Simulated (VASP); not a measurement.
# TaSi2 (P6_222) in VASP: further runs

The runs below take TaSi2 through single point, relaxation of cell and atoms, with LDA.

Program: VASP 6.6.1. These are calculated values, not measurements. Logs are shortened: lines on timing, memory, paths and dates and some standing lists are left out, and cuts for length are marked.

### Step 1. The cell of the first run

The structure is hexagonal, space group P6_222 (No. 180). Conventional cell: a = 4.733 Å, b = 4.733 Å, c = 6.518 Å, α = 90.00°, β = 90.00°, γ = 120.00°. Within 3.4 Å of Ta (site symmetry 222) lie 10 Si at 2.58 to 2.79 Å and 4 Ta at 3.21 Å. Si (site symmetry 2) has 9 Si at 2.54 to 3.29 Å and 5 Ta at 2.58 to 2.79 Å within 3.3 Å.

### Step 2. Single point, LDA

File INCAR:

```
SYSTEM = TaSi2
PREC = Accurate ; ENCUT = 520
EDIFF = 1E-6 ; ISMEAR = 0
SIGMA = 0.1 ; LREAL = .FALSE.
LASPH = .TRUE. ; NELM = 100
ALGO = Normal ; ISIF = 2
LWAVE = .FALSE. ; LCHARG = .FALSE.
GGA = CA ; NBANDS = 38
```

File KPOINTS:

```
Automatic mesh
0
G
  9 9 6
  0 0 0
```

File POSCAR:

```
TaSi2
1.0
    4.7329187206      0.0000000029      0.0000000000
   -2.3664593628      4.0988278446      0.0000000000
    0.0000000000      0.0000000000      6.5184332154
Ta Si
3 6
Direct
    0.0000000000      0.5000000000      0.1666666667
    0.5000000000      0.5000000000      0.8333333333
    0.5000000000      0.0000000000      0.5000000000
    0.8406576097      0.6813152195      0.5000000000
    0.1593423903      0.8406576097      0.8333333333
    0.6813152195      0.8406576097      0.1666666667
    0.1593423903      0.3186847805      0.5000000000
    0.8406576097      0.1593423903      0.8333333333
    0.3186847805      0.1593423903      0.1666666667
```

Potentials or basis: VASP PAW LDA potentials, release 64 (Ta_pv, Si).

The run is started by

```console
$ cat potpaw_LDA.64/Ta_pv/POTCAR potpaw_LDA.64/Si/POTCAR > POTCAR
$ mpirun -np 1 vasp_std > vasp.out
```

OUTCAR:

```text
SYSTEM = TaSi2
   PREC = Accurate
   ENCUT = 520
   EDIFF = 1E-6
   ISMEAR = 0
   LREAL = .FALSE.
   LASPH = .TRUE.
   NELM = 100
   ISIF = 2
   GGA = CA

 ion  position               nearest neighbor table
   1  0.000  0.500  0.167-   4 2.58   7 2.58   5 2.58   8 2.58   6 2.70   9 2.70   9 2.70   6 2.70
                             6 2.79   9 2.79   3 3.21   3 3.21   2 3.21   2 3.21
   2  0.500  0.500  0.833-   4 2.58   7 2.58   6 2.58   9 2.58   8 2.70   5 2.70   5 2.70   8 2.70
                             8 2.79   5 2.79   3 3.21   3 3.21   1 3.21   1 3.21
   3  0.500  0.000  0.500-   5 2.58   8 2.58   6 2.58   9 2.58   4 2.70   7 2.70   7 2.70   4 2.70
                             7 2.79   4 2.79   2 3.21   2 3.21   1 3.21   1 3.21
   4  0.841  0.681  0.500-   6 2.54   5 2.54   2 2.58   1 2.58   7 2.61   3 2.70   3 2.70   3 2.79
                             7 2.79   7 2.79   8 3.14   9 3.14
   5  0.159  0.841  0.833-   4 2.54   9 2.54   3 2.58   1 2.58   8 2.61   2 2.70   2 2.70   2 2.79
                             8 2.79   8 2.79   7 3.14   6 3.14
   6  0.681  0.841  0.167-   4 2.54   8 2.54   3 2.58   2 2.58   9 2.61   1 2.70   1 2.70   1 2.79
                             9 2.79   9 2.79   7 3.14   5 3.14
   7  0.159  0.319  0.500-   9 2.54   8 2.54   2 2.58   1 2.58   4 2.61   3 2.70   3 2.70   3 2.79
                             4 2.79   4 2.79   5 3.14   6 3.14
   8  0.841  0.159  0.833-   7 2.54   6 2.54   3 2.58   1 2.58   5 2.61   2 2.70   2 2.70   2 2.79
                             5 2.79   5 2.79   4 3.14   9 3.14
   9  0.319  0.159  0.167-   7 2.54   5 2.54   3 2.58   2 2.58   6 2.61   1 2.70   1 2.70   1 2.79
                             6 2.79   6 2.79   4 3.14   8 3.14

  LATTYP: Found a hexagonal cell.
 ALAT       =     4.7329187206
 C/A-ratio  =     1.3772544175

  Lattice vectors:

 A1 = (   4.7329187206,   0.0000000029,   0.0000000000)
 A2 = (  -2.3664593628,   4.0988278446,   0.0000000000)
 A3 = (   0.0000000000,   0.0000000000,   6.5184332154)

Analysis of symmetry for initial positions (statically):
=====================================================================
 Subroutine PRICEL returns:
 Original cell was already a primitive cell.

 Routine SETGRP: Setting up the symmetry group for a
 hexagonal supercell.

 Subroutine GETGRP returns: Found 12 space group operations
 (whereof  4 operations were pure point group operations)
 out of a pool of 24 trial point group operations.

The static configuration has the point symmetry D_2 .
 The point group associated with its full space group is D_6 .

Analysis of symmetry for dynamics (positions and initial velocities):
=====================================================================
 Subroutine PRICEL returns:
 Original cell was already a primitive cell.

 Routine SETGRP: Setting up the symmetry group for a
 hexagonal supercell.

 Subroutine GETGRP returns: Found 12 space group operations
 (whereof  4 operations were pure point group operations)
 out of a pool of 24 trial point group operations.

The dynamic configuration has the point symmetry D_2 .
 The point group associated with its full space group is D_6 .

 Subroutine INISYM returns: Found 12 space group operations
 (whereof  4 operations are pure point group operations),
 and found     1 'primitive' translations

----------------------------------------------------------------------------------------

                                     Primitive cell

  volume of cell :     126.4538

  direct lattice vectors                    reciprocal lattice vectors
     4.732918721  0.000000003  0.000000000     0.211286113  0.121986094  0.000000000
    -2.366459363  4.098827845  0.000000000    -0.000000000  0.243972189  0.000000000
     0.000000000  0.000000000  6.518433215     0.000000000  0.000000000  0.153411098

  length of vectors
     4.732918721  4.732918721  6.518433215     0.243972189  0.243972189  0.153411098

  position of ions in fractional coordinates (direct lattice)
     0.000000000  0.500000000  0.166666667
     0.500000000  0.500000000  0.833333333
     0.500000000  0.000000000  0.500000000
     0.840657610  0.681315220  0.500000000
     0.159342390  0.840657610  0.833333333
     0.681315220  0.840657610  0.166666667
     0.159342390  0.318684780  0.500000000
     0.840657610  0.159342390  0.833333333
     0.318684780  0.159342390  0.166666667

  ion indices of the primitive-cell ions
   primitive index   ion index
                 1           1
                 2           2
                 3           3
                 4           4
                 5           5
                 6           6
                 7           7
                 8           8
                 9           9

----------------------------------------------------------------------------------------

 KPOINTS: Automatic mesh

Automatic generation of k-mesh.
 Grid dimensions read from file:
 generate k-points for:    9    9    6

 Generating k-lattice:

  Cartesian coordinates                     Fractional coordinates (reciprocal lattice)
     0.023476235  0.013554010  0.000000000     0.111111111 -0.000000000  0.000000000
    -0.000000000  0.027108021  0.000000000     0.000000000  0.111111111  0.000000000
     0.000000000  0.000000000  0.025568516     0.000000000  0.000000000  0.166666667

  Length of vectors
     0.027108021  0.027108021  0.025568516

  Shift w.r.t. Gamma in fractional coordinates (k-lattice)
     0.000000000  0.000000000  0.000000000

 Subroutine IBZKPT returns following result:
 ===========================================

 Found     48 irreducible k-points:

 Following reciprocal coordinates:
            Coordinates               Weight
  0.000000  0.000000  0.000000      1.000000
  0.111111 -0.000000  0.000000      6.000000
  0.222222 -0.000000  0.000000      6.000000
  0.333333 -0.000000  0.000000      6.000000
  0.444444 -0.000000  0.000000      6.000000
  0.111111  0.111111  0.000000      6.000000
[... 16 lines left out ...]
  0.333333  0.222222  0.166667     24.000000
  0.333333  0.333333  0.166667      4.000000
 [... further k-points ...]
   k-points           NKPTS =     48   k-points in BZ     NKDIM =     48   number of bands    NBANDS=     38
   number of dos      NEDOS =    301   number of ions     NIONS =      9
   total plane-waves  NPLWV =  62208
   dimension x,y,z NGX =    36 NGY =   36 NGZ =   48
   dimension x,y,z NGXF=    72 NGYF=   72 NGZF=   96
   ions per type =               3   6
   NGX,Y,Z   is equivalent  to a cutoff of  12.65, 12.65, 12.24 a.u.
   NGXF,Y,Z  is equivalent  to a cutoff of  25.29, 25.29, 24.48 a.u.
 SYSTEM =  TaSi2
   PREC   = accura    normal or accurate (medium, high low for compatibility)
   ISTART =      0    job   : 0-new  1-cont  2-samecut
   ICHARG =      2    charge: 1-file 2-atom 10-const
   ISPIN  =      1    spin polarized calculation?
   LNONCOLLINEAR =      F non collinear calculations
   LSORBIT =      F    spin-orbit coupling
   LASPH  =      T    aspherical Exc in radial PAW
   ENCUT  =  520.0 eV  38.22 Ry    6.18 a.u.   8.80  8.80 12.12*2*pi/ulx,y,z
   NELM   =    100;   NELMIN=  2; NELMDL= -5     # of ELM steps
   EDIFF  = 0.1E-05   stopping-criterion for ELM
   LREAL  =      F    real-space projection
   EDIFFG = 0.1E-04   stopping-criterion for IOM
   NSW    =      0    number of steps for IOM
   IBRION =     -1    ionic relax: 0-MD 1-quasi-New 2-CG
   NFREE  =      0    steps in history (QN), initial steepest desc. (CG)
   ISIF   =      2    stress and relaxation
   ISYM   =      2    0-nonsym 1-usesym 2-fastsym
   POTIM  = 0.5000    time-step for ionic-motion
   TEBEG  =    0.0;   TEEND  =   0.0 temperature during run
   PSTRESS=    0.0 pullay stress
   NELECT =      57.0000    total number of electrons
   NUPDOWN=      -1.0000    fix difference up-down
   EMIN   =  10.00;   EMAX   =-10.00  energy-range for DOS
   EFERMI =   0.00;   METHOD = LEGACY
   ISMEAR =     0;   SIGMA  =   0.10  broadening in eV -4-tet -1-fermi 0-gaus
   EFERMI_NEDOS =   21; number of points for ismear=-14 and -15
   IALGO  =     38    algorithm
   IMIX   =      4    mixing-type and parameters
     AMIX     =   0.40;   BMIX     =  1.00
     AMIX_MAG =   1.60;   BMIX_MAG =  1.00
  volume/ion in A,a.u.               =      14.05        94.82
  Fermi-wavevector in a.u.,A,eV,Ry     =   1.255228  2.372036 21.437288  1.575596
  Thomas-Fermi vector in A             =   2.388994
   LORBIT       =      0    0 simple, 1 ext, 2 COOP (PROOUT), +10 PAW based schemes
   GGA     = CA    functional components
   LHFCALC =     F    Hartree Fock is set to
   AEXX    =    0.0000 exact exchange contribution
   IVDW    =     0    specifies the selected vdW correction
   LEPSILON=     F    determine dielectric tensor
   LRPA    =     F    only Hartree local field effects (RPA)
 non-spin polarized calculation
 Gauss-broadening in eV      SIGMA  =   0.10
  energy-cutoff  :      520.00
  volume of cell :      126.45
 maximum number of plane-waves:      3426
 NGX is ok and might be reduce to    36
   NGX = 17   NGY = 17   NGZ = 25

 number of electron      56.9999999 magnetization

 Free energy of the ion-electron system (eV)
  ---------------------------------------------------
  ext. energy  EPLUGINS =         0.00000000
  ---------------------------------------------------
  free energy    TOTEN  =       -79.34659466 eV

  energy without entropy =      -79.32455130  energy(sigma->0) =      -79.33557298

 E-fermi :   9.6353     XC(G=0): -12.3236

 val. band max:        9.6278468377   @ k =   0.3333   0.1111   0.5000
 cond. band min:       9.6453875455   @ k =   0.3333   0.2222   0.0000
 fundamental gap:      0.0175407077
 Fermi energy:         9.6352788304

 k-point     1 :       0.0000    0.0000    0.0000
  band No.  band energies     occupation
      1     -24.4881      2.00000
      2     -24.4881      2.00000
      3     -24.4808      2.00000
      4     -24.4087      2.00000
      5     -24.4087      2.00000
      6     -24.3029      2.00000
[... 30 lines left out ...]
     37      13.6350      0.00000
     38      13.8144      0.00000
[... 941 lines left out ...]
     37      13.0377      0.00000
     38      13.4191      0.00000

 [... further k-points ...]
[... 5 lines left out ...]
  --------------------------------------------------------------------------------------
  -------------------------------------------------------------------------------------
  Total        0.4221656      0.4221656      0.5090395      0.0000000      0.0000000      0.0000000
  in kB        5.3488630      5.3488630      6.4495607      0.0000000      0.0000000      0.0000000
  external PRESSURE =       5.7157623 kB  Pullay stress =       0.0000000 kB

 VOLUME and BASIS-vectors are now :
 -----------------------------------------------------------------------------
  energy-cutoff  :      520.00
  volume of cell :      126.45
      direct lattice vectors                 reciprocal lattice vectors
     4.732918721  0.000000003  0.000000000     0.211286113  0.121986094  0.000000000
    -2.366459363  4.098827845  0.000000000    -0.000000000  0.243972189  0.000000000
     0.000000000  0.000000000  6.518433215     0.000000000  0.000000000  0.153411098

 POSITION                                       TOTAL-FORCE (eV/Angst)
 -----------------------------------------------------------------------------------
     -1.18323      2.04941      1.08641         0.000000     -0.000000      0.000000
      1.18323      2.04941      5.43203         0.000000     -0.000000     -0.000000
      2.36646      0.00000      3.25922         0.000000     -0.000000      0.000000
      2.36646      2.79259      3.25922        -0.000000      0.006555      0.000000
     -1.23523      3.44571      5.43203        -0.005677      0.003277      0.000000
      1.23523      3.44571      1.08641         0.005677      0.003277      0.000000
     -0.00000      1.30623      3.25922         0.000000     -0.006555      0.000000
      3.60169      0.65312      5.43203         0.005677     -0.003277     -0.000000
      1.13123      0.65312      1.08641        -0.005677     -0.003277     -0.000000
 -----------------------------------------------------------------------------------
    total drift:                               -0.000000      0.000000      0.000000

  FREE ENERGIE OF THE ION-ELECTRON SYSTEM (eV)
  ---------------------------------------------------
  free  energy   TOTEN  =       -79.3465946600 eV

  energy  without entropy=      -79.3245513020  energy(sigma->0) =      -79.33557298
```

Run time: 1.7 min. Hardware: 1 thread of Intel Xeon Platinum 8559C (Emerald Rapids), shared host; peak memory 0.3 GiB.

Results:

```yaml
Free_energy: -79.3466 eV
Pressure: 0.6 GPa
Largest_force: 0.007 eV/Å
Band_gap_on_the_k_mesh: zero (an odd number of electrons rules out a gap without spin polarisation)
```

Forces on the atoms (eV/Å):
```
Ta   0.000  0.000  0.000
Ta   0.000  0.000  0.000
Ta   0.000  0.000  0.000
Si   0.000  0.007  0.000
Si  -0.006  0.003  0.000
Si   0.006  0.003  0.000
Si   0.000 -0.007  0.000
Si   0.006 -0.003  0.000
Si  -0.006 -0.003  0.000
```

Caveat: spin-orbit coupling is left out, which moves the levels of the heavy elements.

### Step 3. Single point, LDA

File INCAR:

```
  PREC = Accurate
  ENCUT = 520
  EDIFF = 1E-6
  ISMEAR = -1
  SIGMA = 0.15
  LREAL = F
  LASPH = T
  NELM = 100
  ALGO = Normal
  ISIF = 2
  LWAVE = F
  LCHARG = F
  GGA = CA
  NBANDS = 38
```

File KPOINTS:

```
regular mesh
0
Gamma
  9 9 6
```

File POSCAR:

```
TaSi2
1.0
    4.7308678115      0.0000000029      0.0000000000
   -2.3654339083      4.0970517053      0.0000000000
    0.0000000000      0.0000000000      6.5265533531
Ta Si
3 6
Direct
    0.0000000000      0.5000000000      0.1666666667
    0.5000000000      0.5000000000      0.8333333333
    0.5000000000      0.0000000000      0.5000000000
    0.8401619162      0.6803238324      0.5000000000
    0.1598380838      0.8401619162      0.8333333333
    0.6803238324      0.8401619162      0.1666666667
    0.1598380838      0.3196761676      0.5000000000
    0.8401619162      0.1598380838      0.8333333333
    0.3196761676      0.1598380838      0.1666666667
```

Potentials or basis: VASP PAW LDA potentials, release 64 (Ta_pv, Si).

The run is started by

```console
$ cat potpaw_LDA.64/Ta_pv/POTCAR potpaw_LDA.64/Si/POTCAR > POTCAR
$ mpirun -np 1 vasp_std > vasp.out
```

Wall time 1.7 min (1 thread of Intel Xeon Platinum 8559C (Emerald Rapids), shared host); peak memory 0.31 GiB.

Results (log left out):

```
Free energy            : -79.4596 eV
Pressure               : 0.6 GPa
Largest force          : 0.007 eV/Å
Band gap on the k mesh : zero (an odd number of electrons rules out a gap without spin polarisation)
```

Forces on the atoms (eV/Å):
```
Ta   0.000  0.000  0.000
Ta   0.000  0.000  0.000
Ta   0.000  0.000  0.000
Si   0.000  0.007  0.000
Si  -0.006  0.003  0.000
Si   0.006  0.003  0.000
Si   0.000 -0.007  0.000
Si   0.006 -0.003  0.000
Si  -0.006 -0.003  0.000
```

Stress tensor (GPa, compression positive):
```
0.54 0.00 0.00
0.00 0.54 0.00
0.00 0.00 0.64
```

Levels at points of the mesh, in eV from the Fermi level:
```
           k point  band 27  band 28  band 29  band 30  band 31  band 32
(0.00, 0.00, 0.00)    -2.22    -2.22    -1.39     0.71     3.15     3.15
(0.00, 0.00, 0.50)    -1.70    -1.70     1.11     1.11     2.78     2.78
```

Caveat: spin-orbit coupling is left out, which moves the levels of the heavy elements.

### Step 4. Relaxation of cell and atoms, LDA

File INCAR:

```
PREC = Accurate
ENCUT = 600
EDIFF = 1E-6
ISMEAR = -1
SIGMA = 0.15
LREAL = F
LASPH = T
NELM = 100
ALGO = Normal
ISIF = 3
LWAVE = F
LCHARG = F
IBRION = 2
NSW = 80
EDIFFG = -0.001
```

File KPOINTS:

```
Automatic mesh
0
Gamma
  9 9 6
```

File POSCAR:

```
TaSi2
1.0
    4.7329187206      0.0000000029      0.0000000000
   -2.3664593628      4.0988278446      0.0000000000
    0.0000000000      0.0000000000      6.5184332154
Ta Si
3 6
Direct
    0.0000000000      0.5000000000      0.1666666667
    0.5000000000      0.5000000000      0.8333333333
    0.5000000000      0.0000000000      0.5000000000
    0.8406576097      0.6813152195      0.5000000000
    0.1593423903      0.8406576097      0.8333333333
    0.6813152195      0.8406576097      0.1666666667
    0.1593423903      0.3186847805      0.5000000000
    0.8406576097      0.1593423903      0.8333333333
    0.3186847805      0.1593423903      0.1666666667
```

The run is started by

```console
$ cat potpaw_LDA.64/Ta_pv/POTCAR potpaw_LDA.64/Si/POTCAR > POTCAR
$ mpirun -np 1 vasp_std > vasp.out
```

It took 10 min on 1 thread of Intel Xeon Platinum 8559C (Emerald Rapids), shared host; peak memory 0.37 GiB.

Results (log left out):

```
Free energy                           : -79.4614 eV
Relaxed volume                        : 14.10 Å³/atom
Relaxed cell                          : a = 4.735 Å, b = 4.735 Å, c = 6.532 Å, α = 90.00°, β = 90.00°, γ = 120.00°
Space group after relaxing (to 0.1 Å) : P6_222 (No. 180)
Energy gained by relaxing             : 0.2 meV/atom
Ionic steps                           : 14
Pressure after relaxing               : 0.0 GPa
Band gap on the k mesh                : zero (an odd number of electrons rules out a gap without spin polarisation)
```

The path:
| step | energy change (eV) | largest force (eV/Å) | pressure (GPa) | volume (Å³) |
| --- | --- | --- | --- | --- |
| 1 | 0.0000 | 0.0441 | 0.70 | 126.45 |
| 2 | 0.0010 | 0.0235 | -1.15 | 127.58 |
| 3 | -0.0015 | 0.0350 | -0.12 | 126.94 |
| 4 | -0.0015 | 0.0355 | -0.08 | 126.92 |
| 5 | -0.0017 | 0.0144 | -0.02 | 126.87 |
| 6 | -0.0018 | 0.0023 | 0.02 | 126.85 |
| 7 | -0.0018 | 0.0030 | 0.02 | 126.85 |
| 8 | -0.0018 | 0.0013 | -0.01 | 126.88 |
| 9 | -0.0018 | 0.0001 | -0.01 | 126.87 |
| 10 | -0.0018 | 0.0004 | -0.01 | 126.87 |
| 11 | -0.0018 | 0.0008 | -0.01 | 126.86 |
| 12 | -0.0018 | 0.0007 | 0.00 | 126.86 |
| 13 | -0.0018 | 0.0004 | 0.00 | 126.86 |
| 14 | -0.0018 | 0.0005 | 0.00 | 126.86 |

Final structure:
```
Ta Si
1.0
     4.73541    0.00000    0.00000
    -2.36771    4.10099    0.00000
     0.00000    0.00000    6.53242
Ta Si
3 6
Direct
  0.00000 0.50000 0.16667
  0.50000 0.50000 0.83333
  0.50000 0.00000 0.50000
  0.84022 0.68045 0.50000
  0.15978 0.84022 0.83333
  0.68045 0.84022 0.16667
  0.15978 0.31955 0.50000
  0.84022 0.15978 0.83333
  0.31955 0.15978 0.16667
```

Levels at points of the mesh, in eV from the Fermi level:
```csv
k point,band 25,band 26,band 27,band 28,band 29,band 30,band 31,band 32,band 33,band 34
"(0.00, 0.00, 0.00)",-2.46,-2.34,-2.21,-2.21,-1.39,0.71,3.14,3.14,3.56,3.66
"(0.00, 0.00, 0.50)",-2.32,-1.85,-1.70,-1.70,1.11,1.11,2.77,2.77,3.55,3.58
```

Caveat: spin-orbit coupling is left out, which moves the levels of the heavy elements.

### Step 5. The runs side by side

| task | cell | cutoff (eV) | smearing | gap on the mesh (eV) | pressure (GPa) | largest force (eV/Å) |
| --- | --- | --- | --- | --- | --- | --- |
| single point | a = 4.733, b = 4.733, c = 6.518 Å, angles 90.0, 90.0, 120.0°, 9 atoms, atomic positions A | 520 | gaussian 0.1 eV | none | 0.6 | 0.01 |
| single point | a = 4.731, b = 4.731, c = 6.527 Å, angles 90.0, 90.0, 120.0°, 9 atoms, atomic positions B | 520 | fermi-dirac 0.15 eV | none | 0.6 | 0.01 |
| relaxation of cell and atoms | relaxed from a = 4.733, b = 4.733, c = 6.518 Å, angles 90.0, 90.0, 120.0°, 9 atoms, atomic positions A | 600 | fermi-dirac 0.15 eV | none | 0.0 | - |

Alike in all rows: level LDA; potentials or basis VASP PAW LDA potentials, release 64 (Ta_pv, Si); no spin polarisation; k mesh 9 × 9 × 6.

Caveats: spin-orbit coupling is left out, which moves the levels of the heavy elements.

Total energies depend on the potentials used, so only differences within one code and one set of settings carry meaning.
